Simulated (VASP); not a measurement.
# SnO2 (Cm) in VASP: a series of runs

The runs below take SnO2 through single point, with PBE.

Everything below comes from runs of VASP 6.6.1. Logs are shortened: lines on timing, memory, paths and dates and some standing lists are left out, and cuts for length are marked.

## (1) The cell of the first run

It takes space group Cm (No. 8, monoclinic). The conventional cell has a = 11.126 Å, b = 4.053 Å, c = 4.053 Å, α = 90.00°, β = 111.36°, γ = 90.00°. Within 2.7 Å of Sn (site symmetry m) lie 6 O at 2.05 to 2.10 Å. Within 2.8 Å of Sn (site symmetry m) lie 6 O at 2.09 to 2.70 Å. O (site symmetry m) has 3 Sn at 2.05 to 2.70 Å and 2 O at 2.70 Å within 2.7 Å. O (site symmetry m) has 3 Sn at 2.09 to 2.10 Å within 2.8 Å. O (site symmetry m) has 3 Sn at 2.09 to 2.10 Å and 4 O at 2.58 to 2.70 Å within 2.8 Å. O (site symmetry m) has 3 Sn at 2.09 to 2.10 Å and 4 O at 2.58 to 2.86 Å within 2.9 Å.

## (2) Single point, PBE (atom 3 (O) moved by -0.293 Å along [0 1 0] and -0.587 Å along [0 0 1])

The input, INCAR:

```
PREC = Accurate
ENCUT = 520
EDIFF = 1E-7
ISMEAR = 0
SIGMA = 0.05
LREAL = F
LASPH = T
NELM = 60
ALGO = Normal
ISIF = 2
LWAVE = F
LCHARG = F
GGA = PE
NBANDS = 35
```

The input, KPOINTS:

```
Automatic mesh
0
Gamma
  10 10 10
```

The input, POSCAR:

```
SnO2
1.0
   -2.0262505044      2.0262505044      5.1806864801
    2.0262505044     -2.0262505044      5.1806864801
    2.0262505044      2.0262505044     -5.1806864801
Sn O
2 4
Direct
    0.7500000000      0.2500000000      0.5000000000
    0.0000000000      0.0000000000      0.0000000000
    0.6685992146      0.7409742737     -0.0723750591
    0.9524019562      0.4524019562      0.5000000000
    0.2024019562      0.2024019562      0.0000000000
    0.5475980438      0.0475980438      0.5000000000
```

Potentials or basis: VASP PAW PBE potentials, release 64 (Sn_d, O).

On the command line:

```bash
> cat potpaw_PBE.64/Sn_d/POTCAR potpaw_PBE.64/O/POTCAR > POTCAR
> mpirun -np 1 vasp_std > vasp.out
```

OUTCAR:

```text
PREC = Accurate
   ENCUT = 520
   EDIFF = 1E-7
   ISMEAR = 0
   LREAL = F
   LASPH = T
   NELM = 60
   ISIF = 2
   GGA = PE

 ion  position               nearest neighbor table
   1  0.750  0.250  0.500-   3 2.05   3 2.05   5 2.09   5 2.09   4 2.10   6 2.10   2 3.29   2 3.29
                             2 3.29   2 3.29
   2  0.000  0.000  0.000-   6 2.09   4 2.09   6 2.09   4 2.09   5 2.10   3 2.70   1 3.29   1 3.29
                             1 3.29   1 3.29
   3  0.669  0.741  0.928-   1 2.05   1 2.05   2 2.70
   4  0.952  0.452  0.500-   2 2.09   2 2.09   1 2.10
   5  0.202  0.202  0.000-   1 2.09   1 2.09   2 2.10
   6  0.548  0.048  0.500-   2 2.09   2 2.09   1 2.10

  LATTYP: Found a body centered tetragonal cell.
 ALAT       =     4.0525010088
 C/A-ratio  =     2.5567847948

  Lattice vectors:

 A1 = (  -2.0262505044,   2.0262505044,   5.1806864801)
 A2 = (   2.0262505044,  -2.0262505044,   5.1806864801)
 A3 = (   2.0262505044,   2.0262505044,  -5.1806864801)

Analysis of symmetry for initial positions (statically):
=====================================================================
 Subroutine PRICEL returns:
 Original cell was already a primitive cell.

 Routine SETGRP: Setting up the symmetry group for a
 body centered tetragonal supercell.

 Subroutine GETGRP returns: Found  2 space group operations
 (whereof  2 operations were pure point group operations)
 out of a pool of 16 trial point group operations.

The static configuration has the point symmetry C_1h.

Analysis of symmetry for dynamics (positions and initial velocities):
=====================================================================
 Subroutine PRICEL returns:
 Original cell was already a primitive cell.

 Routine SETGRP: Setting up the symmetry group for a
 body centered tetragonal supercell.

 Subroutine GETGRP returns: Found  2 space group operations
 (whereof  2 operations were pure point group operations)
 out of a pool of 16 trial point group operations.

The dynamic configuration has the point symmetry C_1h.

 Subroutine INISYM returns: Found  2 space group operations
 (whereof  2 operations are pure point group operations),
 and found     1 'primitive' translations

----------------------------------------------------------------------------------------

                                     Primitive cell

  volume of cell :      85.0812

  direct lattice vectors                    reciprocal lattice vectors
    -2.026250504  2.026250504  5.180686480     0.000000000  0.246761197  0.096512306
     2.026250504 -2.026250504  5.180686480     0.246761197  0.000000000  0.096512306
     2.026250504  2.026250504 -5.180686480     0.246761197  0.246761197  0.000000000

  length of vectors
     5.920379601  5.920379601  5.920379601     0.264963608  0.264963608  0.348973032

  position of ions in fractional coordinates (direct lattice)
     0.750000000  0.250000000  0.500000000
     0.000000000  0.000000000  0.000000000
     0.668599215  0.740974274  0.927624941
     0.952401956  0.452401956  0.500000000
     0.202401956  0.202401956  0.000000000
     0.547598044  0.047598044  0.500000000

  ion indices of the primitive-cell ions
   primitive index   ion index
                 1           1
                 2           2
                 3           3
                 4           4
                 5           5
                 6           6

----------------------------------------------------------------------------------------

 KPOINTS: Automatic mesh

Automatic generation of k-mesh.
 Grid dimensions read from file:
 generate k-points for:   10   10   10

 Generating k-lattice:

  Cartesian coordinates                     Fractional coordinates (reciprocal lattice)
     0.000000000  0.024676120  0.009651231     0.100000000  0.000000000 -0.000000000
     0.024676120  0.000000000  0.009651231     0.000000000  0.100000000 -0.000000000
     0.024676120  0.024676120  0.000000000     0.000000000  0.000000000  0.100000000

  Length of vectors
     0.026496361  0.026496361  0.034897303

  Shift w.r.t. Gamma in fractional coordinates (k-lattice)
     0.000000000  0.000000000  0.000000000

 Subroutine IBZKPT returns following result:
 ===========================================

 Found    282 irreducible k-points:

 Following reciprocal coordinates:
            Coordinates               Weight
  0.000000  0.000000  0.000000      1.000000
  0.100000 -0.000000  0.000000      2.000000
 -0.000000  0.100000  0.000000      4.000000
 -0.000000  0.100000 -0.100000      2.000000
  0.200000 -0.000000  0.000000      2.000000
 -0.000000  0.200000  0.000000      4.000000
[... 16 lines left out ...]
  0.300000  0.100000  0.000000      4.000000
 -0.000000  0.400000 -0.100000      4.000000
 [... further k-points ...]
   k-points           NKPTS =    282   k-points in BZ     NKDIM =    282   number of bands    NBANDS=     35
   number of dos      NEDOS =    301   number of ions     NIONS =      6
[... 32 lines left out ...]
   EFERMI_NEDOS =   21; number of points for ismear=-14 and -15
   IALGO  =     38    algorithm
   IMIX   =      4    mixing-type and parameters
     AMIX     =   0.40;   BMIX     =  1.00
     AMIX_MAG =   1.60;   BMIX_MAG =  1.00
  volume/ion in A,a.u.               =      14.18        95.69
  Fermi-wavevector in a.u.,A,eV,Ry     =   1.389307  2.625409 26.261594  1.930173
  Thomas-Fermi vector in A             =   2.513350
   LORBIT       =      0    0 simple, 1 ext, 2 COOP (PROOUT), +10 PAW based schemes
   GGA     = PE    functional components
   LHFCALC =     F    Hartree Fock is set to
   AEXX    =    0.0000 exact exchange contribution
   IVDW    =     0    specifies the selected vdW correction
   LEPSILON=     F    determine dielectric tensor
   LRPA    =     F    only Hartree local field effects (RPA)
 non-spin polarized calculation
 Gauss-broadening in eV      SIGMA  =   0.05
  energy-cutoff  :      520.00
  volume of cell :       85.08
 maximum number of plane-waves:      2310
 NGX is ok and might be reduce to    48
   NGX = 21   NGY = 21   NGZ = 21

 number of electron      52.0000001 magnetization

 Free energy of the ion-electron system (eV)
  ---------------------------------------------------
  ext. energy  EPLUGINS =         0.00000000
  ---------------------------------------------------
  free energy    TOTEN  =       -35.76171311 eV

  energy without entropy =      -35.76167939  energy(sigma->0) =      -35.76169625

 E-fermi :   4.6067     XC(G=0): -10.1819

 val. band max:        4.5282161357   @ k =   0.3000   0.3000   0.2000
 cond. band min:       4.6504931125   @ k =   0.0000   0.0000   0.0000
 fundamental gap:      0.1222769767
 Fermi energy:         4.6066673322

 k-point     1 :       0.0000    0.0000    0.0000
  band No.  band energies     occupation
      1     -17.0925      2.00000
      2     -16.8810      2.00000
      3     -16.4771      2.00000
      4     -16.4531      2.00000
      5     -16.4137      2.00000
      6     -16.3357      2.00000
[... 27 lines left out ...]
     34      15.2397      0.00000
     35      15.7923      0.00000

 k-point     2 :       0.1000   -0.0000    0.0000
  band No.  band energies     occupation
      1     -17.0873      2.00000
      2     -16.8608      2.00000
      3     -16.4773      2.00000
      4     -16.4679      2.00000
      5     -16.3931      2.00000
      6     -16.3370      2.00000
[... 27 lines left out ...]
     34      15.1418      0.00000
     35      15.8190      0.00000

 k-point     3 :      -0.0000    0.1000    0.0000
  band No.  band energies     occupation
      1     -17.0706      2.00000
      2     -16.8784      2.00000
      3     -16.4881      2.00000
      4     -16.4518      2.00000
      5     -16.3839      2.00000
      6     -16.3371      2.00000
[... 27 lines left out ...]
     34      15.2211      0.00000
     35      15.7236      0.00000
[... 723 lines left out ...]
 k-point    23 :       0.3000    0.1000    0.0000
  band No.  band energies     occupation
      1     -17.0455      2.00000
      2     -16.7302      2.00000
      3     -16.5204      2.00000
      4     -16.4808      2.00000
      5     -16.3462      2.00000
      6     -16.2803      2.00000
[... 27 lines left out ...]
     34      15.1021      0.00000
     35      16.0427      0.00000

 k-point    24 :      -0.0000    0.4000   -0.1000
  band No.  band energies     occupation
      1     -16.9631      2.00000
      2     -16.8076      2.00000
      3     -16.5496      2.00000
      4     -16.4562      2.00000
      5     -16.3465      2.00000
      6     -16.1872      2.00000
[... 27 lines left out ...]
     34      14.7785      0.00000
     35      15.9004      0.00000

 [... further k-points ...]

------------------------ aborting loop because EDIFF is reached ----------------------------------------

  FORCE on cell =-STRESS in cart. coord.  units (eV):
  Direction    XX          YY          ZZ          XY          YZ          ZX
  --------------------------------------------------------------------------------------
  -------------------------------------------------------------------------------------
  Total        0.3323447     -0.2154849     -1.3669943      0.0000000     -0.3434555      0.0000000
  in kB        6.2584351     -4.0578308    -25.7420843      0.0000000     -6.4676645      0.0000000
  external PRESSURE =      -7.8471600 kB  Pullay stress =       0.0000000 kB

 VOLUME and BASIS-vectors are now :
 -----------------------------------------------------------------------------
  energy-cutoff  :      520.00
  volume of cell :       85.08
      direct lattice vectors                 reciprocal lattice vectors
    -2.026250504  2.026250504  5.180686480     0.000000000  0.246761197  0.096512306
     2.026250504 -2.026250504  5.180686480     0.246761197  0.000000000  0.096512306
     2.026250504  2.026250504 -5.180686480     0.246761197  0.246761197  0.000000000

 POSITION                                       TOTAL-FORCE (eV/Angst)
 -----------------------------------------------------------------------------------
      0.00000      2.02625      2.59034         0.000000      0.066790     -0.801841
      0.00000      0.00000      0.00000         0.000000     -0.203289      0.773479
      2.02625      1.73295      2.49682        -0.000000      0.779944      2.541354
      0.00000      2.02625      4.68751        -0.000000      0.067477     -0.951528
      0.00000      0.00000      2.09716         0.000000     -0.702848     -0.187731
      0.00000      2.02625      0.49318        -0.000000     -0.008074     -1.373732
 -----------------------------------------------------------------------------------
    total drift:                                0.000000     -0.000045     -0.000239

  FREE ENERGIE OF THE ION-ELECTRON SYSTEM (eV)
  ---------------------------------------------------
  free  energy   TOTEN  =       -35.7617131063 eV

  energy  without entropy=      -35.7616793851  energy(sigma->0) =      -35.76169625
```

It took 16 min on 1 thread of Intel Xeon 6975P-C (Granite Rapids), shared host; peak memory 0.77 GiB.

What came out:

- Free energy: -35.7617 eV
- Pressure: -0.8 GPa
- Largest force: 2.658 eV/Å
- Band gap on the k mesh: 0.12 eV (least direct gap 0.79 eV)

Forces on the atoms (eV/Å):
```
Sn   0.000  0.067 -0.802
Sn   0.000 -0.203  0.773
O    0.000  0.780  2.541
O    0.000  0.067 -0.952
O    0.000 -0.703 -0.188
O    0.000 -0.008 -1.374
```

Stress tensor (GPa, compression positive):
```
 0.63  0.00  0.00
 0.00 -0.41 -0.65
 0.00 -0.65 -2.57
```

Caveat: the cell differs from its parent crystal (atom 3 (O) moved by -0.293 Å along [0 1 0] and -0.587 Å along [0 0 1]); semilocal functionals underestimate gaps, and a narrow one can read as zero; spin-orbit coupling is left out, which moves the levels of the heavy elements; forces of over 1 eV/Å act on the atoms, so gaps and moduli don't describe the material at rest.

[end of part 1 of 2]
